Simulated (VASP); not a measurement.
# FeSb (P6_3/mmc) in VASP: notebook

Runs on FeSb. Level: LDA. Tasks: single point.

All numbers are computed with VASP 6.6.1; they aren't measurements. Logs are shortened: lines on timing, memory, paths and dates and some standing lists are left out, and cuts for length are marked.

## 1. The cell of the first run

Symmetry: P6_3/mmc, No. 194, hexagonal system. Conventional cell: a = 4.216 Å, b = 4.216 Å, c = 5.327 Å, α = 90.00°, β = 90.00°, γ = 120.00°. Fe (site symmetry -3m) has 2 Fe at 2.66 Å and 6 Sb at 2.77 Å within 3.5 Å. Sb (site symmetry -6m2) has 6 Fe at 2.77 Å and 6 Sb at 3.61 Å within 3.7 Å.

## 2. Single point, LDA, collinear spin, ferromagnetic start (20.50 Å³/atom)

File INCAR:

```
SYSTEM = FeSb
PREC = Accurate
ENCUT = 690
EDIFF = 1E-6
ISMEAR = -1
SIGMA = 0.1
LREAL = .False.
LASPH = .True.
NELM = 200
ALGO = Normal
ISIF = 2
LWAVE = .False.
LCHARG = .True.
ISPIN = 2
MAGMOM = 3 3 0 0
LORBIT = 11
LMAXMIX = 4
LELF = .True.
LVHAR = .True.
NBANDS = 43
GGA_COMPAT = .False.
```

File KPOINTS:

```
Automatic mesh
0
Gamma
  8 8 6
  0 0 0
```

File POSCAR:

```
FeSb
1.0
    4.2163052107      0.0000000000      0.0000000000
   -2.1081526054      3.6514274226      0.0000000000
    0.0000000000      0.0000000000      5.3274989485
Fe Sb
2 2
Direct
    0.0000000000      0.0000000000      0.0000000000
    0.0000000000      0.0000000000      0.5000000000
    0.3333333333      0.6666666667      0.2500000000
    0.6666666667      0.3333333333      0.7500000000
```

Potentials or basis: VASP PAW LDA potentials, release 64 (Fe_sv, Sb_d_GW).

The run is started by

```sh
> cat potpaw_LDA.64/Fe_sv/POTCAR potpaw_LDA.64/Sb_d_GW/POTCAR > POTCAR
> mpirun -np 1 vasp_std > vasp.out
```

OUTCAR:

```text
SYSTEM = FeSb
   PREC = Accurate
   ENCUT = 690
   EDIFF = 1E-6
   ISMEAR = -1
   LREAL = .False.
   LASPH = .True.
   NELM = 200
   ISIF = 2
   ISPIN = 2
   LORBIT = 11

 ion  position               nearest neighbor table
   1  0.000  0.000  0.000-   3 2.77   4 2.77   4 2.77   3 2.77   4 2.77   3 2.77
   2  0.000  0.000  0.500-   3 2.77   4 2.77   4 2.77   3 2.77   4 2.77   3 2.77
   3  0.333  0.667  0.250-   1 2.77   2 2.77   1 2.77   2 2.77   1 2.77   2 2.77
   4  0.667  0.333  0.750-   1 2.77   2 2.77   1 2.77   2 2.77   1 2.77   2 2.77

  LATTYP: Found a hexagonal cell.
 ALAT       =     4.2163052107
 C/A-ratio  =     1.2635467980

  Lattice vectors:

 A1 = (   4.2163052107,   0.0000000000,   0.0000000000)
 A2 = (  -2.1081526054,   3.6514274226,   0.0000000000)
 A3 = (   0.0000000000,   0.0000000000,   5.3274989485)

Analysis of symmetry for initial positions (statically):
=====================================================================
 Subroutine PRICEL returns:
 Original cell was already a primitive cell.

 Routine SETGRP: Setting up the symmetry group for a
 hexagonal supercell.

 Subroutine GETGRP returns: Found 24 space group operations
 (whereof 12 operations were pure point group operations)
 out of a pool of 24 trial point group operations.

The static configuration has the point symmetry D_3d.
 The point group associated with its full space group is D_6h.

Analysis of symmetry for dynamics (positions and initial velocities):
=====================================================================
 Subroutine PRICEL returns:
 Original cell was already a primitive cell.

 Routine SETGRP: Setting up the symmetry group for a
 hexagonal supercell.

 Subroutine GETGRP returns: Found 24 space group operations
 (whereof 12 operations were pure point group operations)
 out of a pool of 24 trial point group operations.

The dynamic configuration has the point symmetry D_3d.
 The point group associated with its full space group is D_6h.

Analysis of structural, dynamic, and magnetic symmetry:
=====================================================================
 Subroutine PRICEL returns:
 Original cell was already a primitive cell.

 Routine SETGRP: Setting up the symmetry group for a
 hexagonal supercell.

 Subroutine GETGRP returns: Found 24 space group operations
 (whereof 12 operations were pure point group operations)
 out of a pool of 24 trial point group operations.

The overall configuration has the point symmetry D_3d.
 The point group associated with its full space group is D_6h.

 Subroutine INISYM returns: Found 24 space group operations
 (whereof 12 operations are pure point group operations),
 and found     1 'primitive' translations

----------------------------------------------------------------------------------------

                                     Primitive cell

  volume of cell :      82.0197

  direct lattice vectors                    reciprocal lattice vectors
     4.216305211  0.000000000  0.000000000     0.237174481  0.136932750  0.000000000
    -2.108152605  3.651427423  0.000000000     0.000000000  0.273865501  0.000000000
     0.000000000  0.000000000  5.327498948     0.000000000  0.000000000  0.187705340

  length of vectors
     4.216305211  4.216305211  5.327498948     0.273865501  0.273865501  0.187705340

  position of ions in fractional coordinates (direct lattice)
     0.000000000  0.000000000  0.000000000
     0.000000000  0.000000000  0.500000000
     0.333333333  0.666666667  0.250000000
     0.666666667  0.333333333  0.750000000

  ion indices of the primitive-cell ions
   primitive index   ion index
                 1           1
                 2           2
                 3           3
                 4           4

----------------------------------------------------------------------------------------

 KPOINTS: Automatic mesh

Automatic generation of k-mesh.
 Grid dimensions read from file:
 generate k-points for:    8    8    6

 Generating k-lattice:

  Cartesian coordinates                     Fractional coordinates (reciprocal lattice)
     0.029646810  0.017116594  0.000000000     0.125000000 -0.000000000  0.000000000
     0.000000000  0.034233188  0.000000000     0.000000000  0.125000000  0.000000000
     0.000000000  0.000000000  0.031284223     0.000000000  0.000000000  0.166666667

  Length of vectors
     0.034233188  0.034233188  0.031284223

  Shift w.r.t. Gamma in fractional coordinates (k-lattice)
     0.000000000  0.000000000  0.000000000

 Subroutine IBZKPT returns following result:
 ===========================================

 Found     40 irreducible k-points:

 Following reciprocal coordinates:
            Coordinates               Weight
  0.000000  0.000000  0.000000      1.000000
  0.125000  0.000000  0.000000      6.000000
  0.250000  0.000000  0.000000      6.000000
  0.375000 -0.000000  0.000000      6.000000
  0.500000  0.000000  0.000000      3.000000
  0.125000  0.125000  0.000000      6.000000
[... 16 lines left out ...]
  0.250000  0.000000  0.333333     12.000000
  0.375000 -0.000000  0.333333     12.000000
 [... further k-points ...]
   k-points           NKPTS =     40   k-points in BZ     NKDIM =     40   number of bands    NBANDS=     43
   number of dos      NEDOS =    301   number of ions     NIONS =      4
   total plane-waves  NPLWV =  62208
   dimension x,y,z NGX =    36 NGY =   36 NGZ =   48
   dimension x,y,z NGXF=    72 NGYF=   72 NGZF=   96
   ions per type =               2   2
   NGX,Y,Z   is equivalent  to a cutoff of  14.19, 14.19, 14.98 a.u.
   NGXF,Y,Z  is equivalent  to a cutoff of  28.39, 28.39, 29.96 a.u.
 SYSTEM =  FeSb
   PREC   = accura    normal or accurate (medium, high low for compatibility)
   ISTART =      0    job   : 0-new  1-cont  2-samecut
   ICHARG =      2    charge: 1-file 2-atom 10-const
   ISPIN  =      2    spin polarized calculation?
   LNONCOLLINEAR =      F non collinear calculations
   LSORBIT =      F    spin-orbit coupling
   LASPH  =      T    aspherical Exc in radial PAW
   ENCUT  =  690.0 eV  50.71 Ry    7.12 a.u.   9.03  9.03 11.41*2*pi/ulx,y,z
   NELM   =    200;   NELMIN=  2; NELMDL= -5     # of ELM steps
   EDIFF  = 0.1E-05   stopping-criterion for ELM
   LREAL  =      F    real-space projection
[... 7 lines left out ...]
   TEBEG  =    0.0;   TEEND  =   0.0 temperature during run
   PSTRESS=    0.0 pullay stress
   NELECT =      62.0000    total number of electrons
   NUPDOWN=      -1.0000    fix difference up-down
   EMIN   =  10.00;   EMAX   =-10.00  energy-range for DOS
   EFERMI =   0.00;   METHOD = LEGACY
   ISMEAR =    -1;   SIGMA  =   0.10  broadening in eV -4-tet -1-fermi 0-gaus
   EFERMI_NEDOS =   21; number of points for ismear=-14 and -15
   IALGO  =     38    algorithm
   IMIX   =      4    mixing-type and parameters
     AMIX     =   0.40;   BMIX     =  1.00
     AMIX_MAG =   1.60;   BMIX_MAG =  1.00
  volume/ion in A,a.u.               =      20.50       138.37
  Fermi-wavevector in a.u.,A,eV,Ry     =   1.491303  2.818155 30.259168  2.223986
  Thomas-Fermi vector in A             =   2.603976
   LORBIT       =     11    0 simple, 1 ext, 2 COOP (PROOUT), +10 PAW based schemes
   GGA     = CA    functional components
   LHFCALC =     F    Hartree Fock is set to
   AEXX    =    0.0000 exact exchange contribution
   IVDW    =     0    specifies the selected vdW correction
   LEPSILON=     F    determine dielectric tensor
   LRPA    =     F    only Hartree local field effects (RPA)
 spin polarized calculation
  energy-cutoff  :      690.00
  volume of cell :       82.02
 maximum number of plane-waves:      3401
   NGX = 19   NGY = 19   NGZ = 23

 number of electron      62.0000014 magnetization       3.8995597

 Free energy of the ion-electron system (eV)
  ---------------------------------------------------
  ext. energy  EPLUGINS =         0.00000000
  ---------------------------------------------------
  free energy    TOTEN  =       -27.44018700 eV

  energy without entropy =      -27.25091048  energy(sigma->0) =      -27.34554874

 E-fermi :   6.8301     XC(G=0): -11.4304

 val. band max:        6.8154702607   @ k =   0.3750   0.1250   0.5000
 cond. band min:       6.8321798633   @ k =   0.5000   0.0000   0.5000
 fundamental gap:      0.0167096026
 Fermi energy:         6.8301128083

 spin component 1

 k-point     1 :       0.0000    0.0000    0.0000
  band No.  band energies     occupation
      1     -79.9656      1.00000
      2     -79.9527      1.00000
      3     -46.6800      1.00000
      4     -46.5529      1.00000
      5     -46.5232      1.00000
      6     -46.5232      1.00000
[... 35 lines left out ...]
     42      14.5361      0.00000
     43      15.3842      0.00000
[... 1017 lines left out ...]
      3     -46.6482      1.00000
      4     -46.5845      1.00000
      5     -46.5203      1.00000
      6     -46.5199      1.00000
[... 35 lines left out ...]
     42      16.3973      0.00000
     43      17.0109      0.00000

 [... further k-points ...]

 spin component 2

 k-point     1 :       0.0000    0.0000    0.0000
  band No.  band energies     occupation
      1     -77.8465      1.00000
      2     -77.8325      1.00000
      3     -44.5801      1.00000
      4     -44.4951      1.00000
      5     -44.4951      1.00000
      6     -44.4808      1.00000
[... 35 lines left out ...]
     42      14.8731      0.00000
     43      15.5005      0.00000
[... 1017 lines left out ...]
      3     -44.5450      1.00000
      4     -44.4921      1.00000
      5     -44.4915      1.00000
      6     -44.4850      1.00000
[... 35 lines left out ...]
     42      16.6524      0.00000
     43      17.3809      0.00000

 [... further k-points ...]

------------------------ aborting loop because EDIFF is reached ----------------------------------------

  FORCE on cell =-STRESS in cart. coord.  units (eV):
  Direction    XX          YY          ZZ          XY          YZ          ZX
  --------------------------------------------------------------------------------------
  -------------------------------------------------------------------------------------
  Total       -8.5157670     -8.5157670     -9.3936136      0.0000000      0.0000000     -0.0000000
  in kB     -166.3474953   -166.3474953   -183.4954018      0.0000000      0.0000000     -0.0000000
  external PRESSURE =    -172.0634641 kB  Pullay stress =       0.0000000 kB

 VOLUME and BASIS-vectors are now :
 -----------------------------------------------------------------------------
  energy-cutoff  :      690.00
  volume of cell :       82.02
      direct lattice vectors                 reciprocal lattice vectors
     4.216305211  0.000000000  0.000000000     0.237174481  0.136932750  0.000000000
    -2.108152605  3.651427423  0.000000000     0.000000000  0.273865501  0.000000000
     0.000000000  0.000000000  5.327498948     0.000000000  0.000000000  0.187705340

 POSITION                                       TOTAL-FORCE (eV/Angst)
 -----------------------------------------------------------------------------------
      0.00000      0.00000      0.00000        -0.000000      0.000000      0.000000
      0.00000      0.00000      2.66375        -0.000000      0.000000      0.000000
     -0.00000      2.43428      1.33187        -0.000000      0.000000      0.000000
      2.10815      1.21714      3.99562         0.000000      0.000000     -0.000000
 -----------------------------------------------------------------------------------
    total drift:                               -0.000000      0.000000     -0.000000

  FREE ENERGIE OF THE ION-ELECTRON SYSTEM (eV)
  ---------------------------------------------------
  free  energy   TOTEN  =       -27.4401870019 eV

  energy  without entropy=      -27.2509104820  energy(sigma->0) =      -27.34554874

 total charge

# of ion       s       p       d       f       tot
--------------------------------------------------
    1        2.141   5.995   5.617   0.000  13.753
    2        2.141   5.995   5.617   0.000  13.753
    3        1.261   1.408  10.026   0.016  12.711
    4        1.261   1.408  10.026   0.016  12.711
--------------------------------------------------
tot          6.804  14.806  31.286   0.033  52.929

 magnetization (x)

# of ion       s       p       d       f       tot
--------------------------------------------------
    1        0.009   0.005   1.921   0.000   1.935
    2        0.009   0.005   1.921   0.000   1.935
    3        0.015  -0.090  -0.000   0.002  -0.074
    4        0.015  -0.090  -0.000   0.002  -0.074
--------------------------------------------------
tot          0.048  -0.171   3.842   0.004   3.724
```

Wall time 5 min (1 thread of Intel Xeon Platinum 8488C (Sapphire Rapids), shared host); peak memory 0.45 GiB.

What came out:

| Quantity | Value |
| --- | --- |
| Free energy | -27.4402 eV |
| Pressure | -17.2 GPa |
| Net moment | 3.90 μB per cell |
| Site moments | Fe +1.94; Sb -0.07 μB |
| Valence electrons inside the program's atomic spheres | Fe 13.75; Sb 12.71 |

Stress tensor (GPa, compression positive):
```
-16.63   0.00   0.00
  0.00 -16.63   0.00
  0.00   0.00 -18.35
```

Levels at points of the mesh, in eV from the Fermi level:
Spin up:
```csv
k point,band 30,band 31,band 32,band 33,band 34,band 35,band 36,band 37
"(0.00, 0.00, 0.00)",-1.19,0.26,0.40,0.40,2.21,2.21,2.80,3.23
"(0.50, 0.00, 0.00)",-1.58,-1.31,-1.23,-1.18,-0.62,1.36,3.44,3.61
"(0.00, 0.00, 0.50)",-1.91,-0.11,-0.11,1.80,1.80,1.80,1.80,4.78
"(0.50, 0.00, 0.50)",-1.66,-1.61,-1.61,0.28,0.28,1.38,1.38,4.97
```
Spin down:
```csv
k point,band 27,band 28,band 29,band 30,band 31,band 32
"(0.00, 0.00, 0.00)",-0.23,-0.23,0.47,0.47,0.76,0.76
"(0.50, 0.00, 0.00)",-1.64,-0.48,-0.22,0.10,0.19,0.70
"(0.00, 0.00, 0.50)",-0.25,-0.25,-0.25,-0.25,0.38,0.38
"(0.50, 0.00, 0.50)",-0.24,-0.24,0.00,0.00,0.03,0.03
```

Caveat: the cell stands under tension; spin-orbit coupling is left out, which moves the levels of the heavy elements; the run started ferromagnetic, and an antiferromagnetic order may lie lower in energy.

## 3. Single point, LDA, collinear spin, ferromagnetic start (21.97 Å³/atom)

This run uses another cell than the first one, of 21.97 Å³/atom.

File INCAR:

```
PREC = Accurate ; ENCUT = 690
EDIFF = 1E-6 ; ISMEAR = -1
SIGMA = 0.1 ; LREAL = F
LASPH = T ; NELM = 200
ALGO = Normal ; ISIF = 2
LWAVE = F ; LCHARG = F
ISPIN = 2 ; MAGMOM = 3 3 0 0
LORBIT = 11 ; LMAXMIX = 4
NBANDS = 43 ; GGA_COMPAT = F
```

File KPOINTS:

```
regular mesh
0
Gamma
  8 8 6
```

File POSCAR:

```
FeSb
1.0
    4.3143937909      0.0000000000      0.0000000000
   -2.1571968954      3.7363746249      0.0000000000
    0.0000000000      0.0000000000      5.4514384599
Fe Sb
2 2
Direct
    0.0000000000      0.0000000000      0.0000000000
    0.0000000000      0.0000000000      0.5000000000
    0.3333333333      0.6666666667      0.2500000000
    0.6666666667      0.3333333333      0.7500000000
```

Potentials or basis: VASP PAW LDA potentials, release 64 (Fe_sv, Sb_d_GW).

The run is started by

```sh
> cat potpaw_LDA.64/Fe_sv/POTCAR potpaw_LDA.64/Sb_d_GW/POTCAR > POTCAR
> mpirun -np 1 vasp_std > vasp.out
```

Wall time 5.4 min (1 thread of AMD EPYC 9R45 (Zen 5), shared host); peak memory 0.45 GiB.

The run converged. Its results:

```
Free energy                                           : -26.8040 eV
Pressure                                              : -18.0 GPa
Net moment                                            : 4.59 μB per cell
Site moments                                          : Fe +2.25; Sb -0.07 μB
Valence electrons inside the program's atomic spheres : Fe 13.72; Sb 12.68
```

Stress tensor (GPa, compression positive):
```
-17.59   0.00   0.00
  0.00 -17.59   0.00
  0.00   0.00 -18.83
```

Levels at points of the mesh, in eV from the Fermi level:
Spin up:
```csv
k point,band 30,band 31,band 32,band 33,band 34,band 35,band 36,band 37
"(0.00, 0.00, 0.00)",-1.45,-0.10,0.29,0.29,1.83,1.83,2.65,2.92
"(0.50, 0.00, 0.00)",-1.82,-1.52,-1.48,-1.44,-1.00,1.02,3.01,3.38
"(0.00, 0.00, 0.50)",-2.07,-0.39,-0.39,1.48,1.48,1.48,1.48,4.31
"(0.50, 0.00, 0.50)",-1.89,-1.81,-1.81,0.09,0.09,1.03,1.03,4.58
```
Spin down:
```csv
k point,band 25,band 26,band 27,band 28,band 29,band 30,band 31,band 32,band 33,band 34
"(0.00, 0.00, 0.00)",-0.67,-0.67,-0.15,-0.15,0.36,0.36,0.78,0.78,1.82,2.75
"(0.50, 0.00, 0.00)",-2.04,-1.99,-1.42,-0.36,-0.13,0.15,0.24,0.71,0.78,0.84
"(0.00, 0.00, 0.50)",-1.48,-1.48,-0.15,-0.15,-0.15,-0.15,0.25,0.25,2.38,2.38
"(0.50, 0.00, 0.50)",-1.38,-1.38,-0.13,-0.13,0.07,0.07,0.10,0.10,1.29,1.29
```

Caveat: the cell stands under tension; spin-orbit coupling is left out, which moves the levels of the heavy elements; the run started ferromagnetic, and an antiferromagnetic order may lie lower in energy.
